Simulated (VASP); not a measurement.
# HgTe (F-43m) in VASP: notebook

Aim: see how the results for HgTe move with the level of theory and the settings. Levels: RPBE, r2SCAN. Tasks: single point.

Program: VASP 6.6.1. These are calculated values, not measurements. Logs are shortened: lines on timing, memory, paths and dates and some standing lists are left out, and cuts for length are marked.

## (1) The cell of the first run

The structure is cubic, space group F-43m (No. 216). The conventional cell has a = 6.572 Å, b = 6.572 Å, c = 6.572 Å, α = 90.00°, β = 90.00°, γ = 90.00°. Hg (site symmetry -43m) has 4 Te at 2.85 Å within 3.7 Å. Within 3.7 Å of Te (site symmetry -43m) lie 4 Hg at 2.85 Å.

## (2) Single point, RPBE

INCAR

```
  ALGO = Normal
  EDIFF = 1E-6
  ENCUT = 520
  GGA = RP
  ISIF = 2
  ISMEAR = 0
  LASPH = True
  LCHARG = False
  LREAL = False
  LWAVE = False
  NBANDS = 16
  NELM = 100
  PREC = Accurate
  SIGMA = 0.05
```

KPOINTS

```
k-points
0
Gamma
  10 10 10
```

POSCAR

```
HgTe
1.0
    0.0000000000      3.2860752822      3.2860752822
    3.2860752822      0.0000000000      3.2860752822
    3.2860752822      3.2860752822      0.0000000000
Hg Te
1 1
Direct
    0.0000000000      0.0000000000      0.0000000000
    0.2500000000      0.2500000000      0.2500000000
```

Potentials or basis: VASP PAW PBE potentials, release 64 (Hg, Te).

Run with:

```
> cat potpaw_PBE.64/Hg/POTCAR potpaw_PBE.64/Te/POTCAR > POTCAR
> mpirun -np 1 vasp_std > vasp.out
```

OUTCAR:

```text
EDIFF = 1E-6
   ENCUT = 520
   GGA = RP
   ISIF = 2
   ISMEAR = 0
   LASPH = True
   LREAL = False
   NELM = 100
   PREC = Accurate

 ion  position               nearest neighbor table
   1  0.000  0.000  0.000-   2 2.85   2 2.85   2 2.85   2 2.85
   2  0.250  0.250  0.250-   1 2.85   1 2.85   1 2.85   1 2.85

  LATTYP: Found a face centered cubic cell.
 ALAT       =     6.5721505644

  Lattice vectors:

 A1 = (   0.0000000000,   3.2860752822,   3.2860752822)
 A2 = (   3.2860752822,   0.0000000000,   3.2860752822)
 A3 = (   3.2860752822,   3.2860752822,   0.0000000000)

Analysis of symmetry for initial positions (statically):
=====================================================================
 Subroutine PRICEL returns:
 Original cell was already a primitive cell.

 Routine SETGRP: Setting up the symmetry group for a
 face centered cubic supercell.

 Subroutine GETGRP returns: Found 24 space group operations
 (whereof 24 operations were pure point group operations)
 out of a pool of 48 trial point group operations.

The static configuration has the point symmetry T_d .

Analysis of symmetry for dynamics (positions and initial velocities):
=====================================================================
 Subroutine PRICEL returns:
 Original cell was already a primitive cell.

 Routine SETGRP: Setting up the symmetry group for a
 face centered cubic supercell.

 Subroutine GETGRP returns: Found 24 space group operations
 (whereof 24 operations were pure point group operations)
 out of a pool of 48 trial point group operations.

The dynamic configuration has the point symmetry T_d .

 Subroutine INISYM returns: Found 24 space group operations
 (whereof 24 operations are pure point group operations),
 and found     1 'primitive' translations

----------------------------------------------------------------------------------------

                                     Primitive cell

  volume of cell :      70.9680

  direct lattice vectors                    reciprocal lattice vectors
     0.000000000  3.286075282  3.286075282    -0.152157196  0.152157196  0.152157196
     3.286075282  0.000000000  3.286075282     0.152157196 -0.152157196  0.152157196
     3.286075282  3.286075282  0.000000000     0.152157196  0.152157196 -0.152157196

  length of vectors
     4.647212231  4.647212231  4.647212231     0.263543994  0.263543994  0.263543994

  position of ions in fractional coordinates (direct lattice)
     0.000000000  0.000000000  0.000000000
     0.250000000  0.250000000  0.250000000

  ion indices of the primitive-cell ions
   primitive index   ion index
                 1           1
                 2           2

----------------------------------------------------------------------------------------

 KPOINTS: k-points

Automatic generation of k-mesh.
 Grid dimensions read from file:
 generate k-points for:   10   10   10

 Generating k-lattice:

  Cartesian coordinates                     Fractional coordinates (reciprocal lattice)
    -0.015215720  0.015215720  0.015215720     0.100000000  0.000000000  0.000000000
     0.015215720 -0.015215720  0.015215720     0.000000000  0.100000000  0.000000000
     0.015215720  0.015215720 -0.015215720     0.000000000  0.000000000  0.100000000

  Length of vectors
     0.026354399  0.026354399  0.026354399

  Shift w.r.t. Gamma in fractional coordinates (k-lattice)
     0.000000000  0.000000000  0.000000000

 Subroutine IBZKPT returns following result:
 ===========================================

 Found     47 irreducible k-points:

 Following reciprocal coordinates:
            Coordinates               Weight
  0.000000  0.000000  0.000000      1.000000
  0.100000  0.000000  0.000000      8.000000
  0.200000  0.000000  0.000000      8.000000
  0.300000  0.000000  0.000000      8.000000
  0.400000  0.000000  0.000000      8.000000
  0.500000  0.000000  0.000000      4.000000
[... 16 lines left out ...]
  0.300000  0.300000  0.000000      6.000000
  0.400000  0.300000  0.000000     24.000000
 [... further k-points ...]
   k-points           NKPTS =     47   k-points in BZ     NKDIM =     47   number of bands    NBANDS=     16
   number of dos      NEDOS =    301   number of ions     NIONS =      2
   total plane-waves  NPLWV =  46656
   dimension x,y,z NGX =    36 NGY =   36 NGZ =   36
   dimension x,y,z NGXF=    72 NGYF=   72 NGZF=   72
   ions per type =               1   1
   NGX,Y,Z   is equivalent  to a cutoff of  12.88, 12.88, 12.88 a.u.
   NGXF,Y,Z  is equivalent  to a cutoff of  25.76, 25.76, 25.76 a.u.
 SYSTEM =  unknown system
   PREC   = accura    normal or accurate (medium, high low for compatibility)
   ISTART =      0    job   : 0-new  1-cont  2-samecut
   ICHARG =      2    charge: 1-file 2-atom 10-const
   ISPIN  =      1    spin polarized calculation?
   LNONCOLLINEAR =      F non collinear calculations
   LSORBIT =      F    spin-orbit coupling
   LASPH  =      T    aspherical Exc in radial PAW
   ENCUT  =  520.0 eV  38.22 Ry    6.18 a.u.   8.64  8.64  8.64*2*pi/ulx,y,z
   NELM   =    100;   NELMIN=  2; NELMDL= -5     # of ELM steps
   EDIFF  = 0.1E-05   stopping-criterion for ELM
   LREAL  =      F    real-space projection
   EDIFFG = 0.1E-04   stopping-criterion for IOM
   NSW    =      0    number of steps for IOM
   IBRION =     -1    ionic relax: 0-MD 1-quasi-New 2-CG
   NFREE  =      0    steps in history (QN), initial steepest desc. (CG)
   ISIF   =      2    stress and relaxation
   ISYM   =      2    0-nonsym 1-usesym 2-fastsym
   POTIM  = 0.5000    time-step for ionic-motion
   TEBEG  =    0.0;   TEEND  =   0.0 temperature during run
   PSTRESS=    0.0 pullay stress
   NELECT =      18.0000    total number of electrons
   NUPDOWN=      -1.0000    fix difference up-down
   EMIN   =  10.00;   EMAX   =-10.00  energy-range for DOS
   EFERMI =   0.00;   METHOD = LEGACY
   ISMEAR =     0;   SIGMA  =   0.05  broadening in eV -4-tet -1-fermi 0-gaus
   EFERMI_NEDOS =   21; number of points for ismear=-14 and -15
   IALGO  =     38    algorithm
   IMIX   =      4    mixing-type and parameters
     AMIX     =   0.40;   BMIX     =  1.00
     AMIX_MAG =   1.60;   BMIX_MAG =  1.00
  volume/ion in A,a.u.               =      35.48       239.46
  Fermi-wavevector in a.u.,A,eV,Ry     =   1.036282  1.958290 14.611043  1.073881
  Thomas-Fermi vector in A             =   2.170666
   LORBIT       =      0    0 simple, 1 ext, 2 COOP (PROOUT), +10 PAW based schemes
   GGA     = RP    functional components
   LHFCALC =     F    Hartree Fock is set to
   AEXX    =    0.0000 exact exchange contribution
   IVDW    =     0    specifies the selected vdW correction
   LEPSILON=     F    determine dielectric tensor
   LRPA    =     F    only Hartree local field effects (RPA)
 non-spin polarized calculation
 Gauss-broadening in eV      SIGMA  =   0.05
  energy-cutoff  :      520.00
  volume of cell :       70.97
 maximum number of plane-waves:      1925
   NGX = 17   NGY = 17   NGZ = 17

 number of electron      18.0000001 magnetization

 Free energy of the ion-electron system (eV)
  ---------------------------------------------------
  ext. energy  EPLUGINS =         0.00000000
  ---------------------------------------------------
  free energy    TOTEN  =        -2.91629934 eV

  energy without entropy =       -2.91622063  energy(sigma->0) =       -2.91625999

 E-fermi :   2.7136     XC(G=0):  -8.2892

 val. band max:        2.6981327070   @ k =   0.0000   0.0000   0.0000
 cond. band min:       3.2200106720   @ k =   0.1000   0.0000   0.0000
 fundamental gap:      0.5218779649
 Fermi energy:         2.7135907650

 k-point     1 :       0.0000    0.0000    0.0000
  band No.  band energies     occupation
      1      -8.9032      2.00000
      2      -4.3817      2.00000
      3      -4.3817      2.00000
      4      -4.3817      2.00000
      5      -3.9141      2.00000
      6      -3.9141      2.00000
[... 8 lines left out ...]
     15      12.1911      0.00000
     16      12.1911      0.00000

 k-point     2 :       0.1000    0.0000    0.0000
  band No.  band energies     occupation
      1      -8.8587      2.00000
      2      -4.3692      2.00000
      3      -4.3692      2.00000
      4      -4.3622      2.00000
      5      -3.9152      2.00000
      6      -3.9152      2.00000
[... 8 lines left out ...]
     15      11.6535      0.00000
     16      11.6535      0.00000

 k-point     3 :       0.2000    0.0000    0.0000
  band No.  band energies     occupation
      1      -8.7385      2.00000
      2      -4.3380      2.00000
      3      -4.3380      2.00000
      4      -4.2886      2.00000
      5      -3.9159      2.00000
      6      -3.9159      2.00000
[... 8 lines left out ...]
     15      11.2832      0.00000
     16      11.2832      0.00000

 k-point     4 :       0.3000    0.0000    0.0000
  band No.  band energies     occupation
      1      -8.5826      2.00000
      2      -4.3034      2.00000
      3      -4.3034      2.00000
      4      -4.1237      2.00000
      5      -3.9109      2.00000
      6      -3.9109      2.00000
[... 8 lines left out ...]
     15      11.4518      0.00000
     16      11.4518      0.00000
[... 324 lines left out ...]
 k-point    22 :      -0.2000    0.2000    0.0000
  band No.  band energies     occupation
      1      -8.5283      2.00000
      2      -4.2865      2.00000
      3      -4.2667      2.00000
      4      -4.1134      2.00000
      5      -3.9322      2.00000
      6      -3.8807      2.00000
[... 8 lines left out ...]
     15      12.2164      0.00000
     16      12.5319      0.00000

 k-point    23 :       0.3000    0.3000    0.0000
  band No.  band energies     occupation
      1      -8.4723      2.00000
      2      -4.2507      2.00000
      3      -4.1985      2.00000
      4      -4.1985      2.00000
      5      -3.9051      2.00000
      6      -3.8782      2.00000
[... 8 lines left out ...]
     15      12.6158      0.00000
     16      13.7836      0.00000

 k-point    24 :       0.4000    0.3000    0.0000
  band No.  band energies     occupation
      1      -8.3661      2.00000
      2      -4.2236      2.00000
      3      -4.1604      2.00000
      4      -4.1258      2.00000
      5      -3.8730      2.00000
      6      -3.8115      2.00000
[... 8 lines left out ...]
     15      12.8787      0.00000
     16      14.2039      0.00000

 [... further k-points ...]

------------------------ aborting loop because EDIFF is reached ----------------------------------------

  FORCE on cell =-STRESS in cart. coord.  units (eV):
  Direction    XX          YY          ZZ          XY          YZ          ZX
  --------------------------------------------------------------------------------------
  -------------------------------------------------------------------------------------
  Total        1.3151970      1.3151970      1.3151970      0.0000000      0.0000000      0.0000000
  in kB       29.6919595     29.6919595     29.6919595      0.0000000      0.0000000      0.0000000
  external PRESSURE =      29.6919595 kB  Pullay stress =       0.0000000 kB

 VOLUME and BASIS-vectors are now :
 -----------------------------------------------------------------------------
  energy-cutoff  :      520.00
  volume of cell :       70.97
      direct lattice vectors                 reciprocal lattice vectors
     0.000000000  3.286075282  3.286075282    -0.152157196  0.152157196  0.152157196
     3.286075282  0.000000000  3.286075282     0.152157196 -0.152157196  0.152157196
     3.286075282  3.286075282  0.000000000     0.152157196  0.152157196 -0.152157196

 POSITION                                       TOTAL-FORCE (eV/Angst)
 -----------------------------------------------------------------------------------
      0.00000      0.00000      0.00000         0.000000      0.000000      0.000000
      1.64304      1.64304      1.64304        -0.000000     -0.000000     -0.000000
 -----------------------------------------------------------------------------------
    total drift:                               -0.000000     -0.000000     -0.000000

  FREE ENERGIE OF THE ION-ELECTRON SYSTEM (eV)
  ---------------------------------------------------
  free  energy   TOTEN  =        -2.9162993441 eV

  energy  without entropy=       -2.9162206304  energy(sigma->0) =       -2.91625999
```

Wall time 21 s (1 thread of Intel Xeon 6975P-C (Granite Rapids), shared host); peak memory 0.23 GiB.

What came out:

| Item | Value |
| --- | --- |
| Free energy | -2.9163 eV |
| Pressure | 3.0 GPa |
| Band gap on the k mesh | zero (filled and empty bands touch) |

Caveat: semilocal functionals underestimate gaps, so a narrow gap can read as zero; the PAW data sets were made with another functional, which shifts forces and pressure a little; spin-orbit coupling is left out, which moves the levels of the heavy elements.

## (3) Single point, r2SCAN (34.06 Å³/atom)

This run uses another cell than the first one, of 34.06 Å³/atom.

POSCAR

```
HgTe
1.0
    0.0000000000      3.2416634152      3.2416634152
    3.2416634152      0.0000000000      3.2416634152
    3.2416634152      3.2416634152      0.0000000000
Hg Te
1 1
Direct
    0.0000000000      0.0000000000      0.0000000000
    0.2500000000      0.2500000000      0.2500000000
```

INCAR.step1

```
PREC = Accurate ; ENCUT = 520
ISMEAR = 0 ; SIGMA = 0.05
LREAL = False ; LASPH = True
NELM = 100 ; NBANDS = 16
GGA = PE ; ALGO = Normal
EDIFF = 1E-4 ; LWAVE = True
LCHARG = False
```

INCAR.step2

```
PREC = Accurate ; ENCUT = 520
EDIFF = 1E-7 ; ISMEAR = 0
SIGMA = 0.05 ; LREAL = False
LASPH = True ; NELM = 100
ALGO = Normal ; ISIF = 2
LWAVE = False ; LCHARG = True
METAGGA = R2SCAN ; LMIXTAU = True
LELF = True ; LVHAR = True
NBANDS = 16 ; ISTART = 1
```

KPOINTS

```
regular mesh
0
Gamma
  10 10 10
```

Potentials or basis: VASP PAW PBE potentials, release 64 (Hg, Te).

Run with:

```
> cat potpaw_PBE.64/Hg/POTCAR potpaw_PBE.64/Te/POTCAR > POTCAR
> cp INCAR.step1 INCAR
> mpirun -np 1 vasp_std > vasp.out
> cp INCAR.step2 INCAR
> mpirun -np 1 vasp_std > vasp.out
```

It took 78 s on 1 thread of Intel Xeon 6975P-C (Granite Rapids), shared host; peak memory 0.24 GiB.

It converged, with:

```
Free energy            : -75.1468 eV
Pressure               : 1.9 GPa
Band gap on the k mesh : zero (filled and empty bands touch)
```

Levels at points of the mesh, in eV from the Fermi level:
| k point | band 6 | band 7 | band 8 | band 9 | band 10 | band 11 | band 12 | band 13 |
| --- | --- | --- | --- | --- | --- | --- | --- | --- |
| (0.00, 0.00, 0.00) | -7.04 | -0.45 | -0.02 | -0.02 | -0.02 | 4.57 | 4.57 | 4.57 |
| (0.50, 0.00, 0.00) | -6.73 | -5.60 | -1.02 | -1.02 | 0.94 | 5.37 | 5.37 | 7.15 |
| (0.50, 0.50, 0.00) | -6.57 | -5.55 | -2.33 | -2.33 | 2.07 | 2.74 | 8.66 | 9.39 |

Caveat: semilocal functionals underestimate gaps, so a narrow gap can read as zero; the PAW data sets were made with another functional, which shifts forces and pressure a little; spin-orbit coupling is left out, which moves the levels of the heavy elements.

## (4) Single point, r2SCAN (34.77 Å³/atom)

This run uses another cell than the first one, of 34.77 Å³/atom.

POSCAR

```
HgTe
1.0
    0.0000000000      3.2640204211      3.2640204211
    3.2640204211      0.0000000000      3.2640204211
    3.2640204211      3.2640204211      0.0000000000
Hg Te
1 1
Direct
    0.0000000000      0.0000000000      0.0000000000
    0.2500000000      0.2500000000      0.2500000000
```

Edit INCAR.step1 of step 3 so:

```diff
@@ -3,3 +3,3 @@
 LREAL = False ; LASPH = True
-NELM = 100 ; NBANDS = 16
+NELM = 60 ; NBANDS = 16
 GGA = PE ; ALGO = Normal
```

INCAR.step2

```
PREC = Accurate ; ENCUT = 520
EDIFF = 1E-7 ; ISMEAR = 0
SIGMA = 0.05 ; LREAL = False
LASPH = True ; NELM = 60
ALGO = Normal ; ISIF = 2
LWAVE = False ; LCHARG = False
METAGGA = R2SCAN ; LMIXTAU = True
NBANDS = 16 ; ISTART = 1
```

KPOINTS is that of step 3.

Run with:

```
> cat potpaw_PBE.64/Hg/POTCAR potpaw_PBE.64/Te/POTCAR > POTCAR
> cp INCAR.step1 INCAR
> mpirun -np 1 vasp_std > vasp.out
> cp INCAR.step2 INCAR
> mpirun -np 1 vasp_std > vasp.out
```

Run time: 79 s. Hardware: 1 thread of Intel Xeon 6975P-C (Granite Rapids), shared host; peak memory 0.24 GiB.

The run converged. Its results:

```
Free energy            : -75.1595 eV
Pressure               : 0.9 GPa
Band gap on the k mesh : zero (filled and empty bands touch)
```

Levels at points of the mesh, in eV from the Fermi level:
```
           k point  band 7  band 8  band 9  band 10  band 11  band 12
(0.00, 0.00, 0.00)   -0.51   -0.02   -0.02    -0.02     4.61     4.61
(0.50, 0.00, 0.00)   -5.46   -0.98   -0.98     0.93     5.39     5.39
(0.50, 0.50, 0.00)   -5.43   -2.24   -2.24     2.08     2.80     8.58
```

Caveat: semilocal functionals underestimate gaps, so a narrow gap can read as zero; the PAW data sets were made with another functional, which shifts forces and pressure a little; spin-orbit coupling is left out, which moves the levels of the heavy elements.

## (5) Summary

```tsv
level	cell	gap on the mesh (eV)	pressure (GPa)
RPBE	a = 4.647 Å, angles 60.0°, 2 atoms	none	3.0
r2SCAN	a = 4.584 Å, angles 60.0°, 2 atoms	none	1.9
r2SCAN	a = 4.616 Å, angles 60.0°, 2 atoms	none	0.9
```

Alike in all rows: task single point; potentials or basis VASP PAW PBE potentials, release 64 (Hg, Te); no spin polarisation; k mesh 10 × 10 × 10; cutoff (eV) 520; smearing gaussian 0.05 eV.

Caveats: semilocal functionals underestimate gaps, so a narrow gap can read as zero; the PAW data sets were made with another functional, which shifts forces and pressure a little; spin-orbit coupling is left out, which moves the levels of the heavy elements.

Absolute energies hang on the potentials; compare differences alone.
